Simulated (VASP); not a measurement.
Write the native input for VASP 6.6.1 that does the following.

| Item | Value |
| --- | --- |
| Task | electric field gradients |
| Functional | PBE |
| Potentials or basis | VASP PAW PBE potentials, release 64 (Na_pv, Cl) |
| Cutoff | 400 eV |
| k mesh | 8 × 8 × 8 |
| Occupations | fermi-dirac, width 0.02 eV |
| Spin | no spin polarisation |
| Dipole correction | no |
| Further INCAR settings | ALGO = Normal; EDIFF = 1e-08; NBANDS = 14 |

The structure of NaCl lies in POSCAR:

```
NaCl
1.0
    2.8213466130      0.0000000000      0.0000000000
    0.0000000000      2.8213466130      0.0000000000
    0.0000000000      0.0000000000      2.8213466130
Na Cl
1 1
Direct
    0.0000000000      0.0000000000      0.0000000000
    0.5000000000      0.5000000000      0.5000000000
```

The input as run:

INCAR

```
SYSTEM = NaCl
PREC = Accurate ; ENCUT = 400
EDIFF = 1E-8 ; ISMEAR = -1
SIGMA = 0.02 ; LREAL = .FALSE.
LASPH = .TRUE. ; NELM = 120
ALGO = Normal ; ISIF = 2
LWAVE = .FALSE. ; LCHARG = .FALSE.
GGA = PE ; LEFG = .TRUE.
NBANDS = 14 ; GGA_COMPAT = .FALSE.
```

KPOINTS

```
Automatic mesh
0
G
  8 8 8
  0 0 0
```

Potentials or basis: VASP PAW PBE potentials, release 64 (Na_pv, Cl).

Run with:

```bash
$ cat potpaw_PBE.64/Na_pv/POTCAR potpaw_PBE.64/Cl/POTCAR > POTCAR
$ mpirun -np 1 vasp_std > vasp.out
```

Results of the run:

```yaml
Pressure: 76.0 GPa
Band_gap_on_the_k_mesh: 4.25 eV
Largest_electric_field_gradient_by_atom: zero within the noise of the run
```

Caveat: the cell stands under pressure.

Wall time 16 s on 1 thread of AMD EPYC 7571 (shared host), peak memory 0.08 GiB.
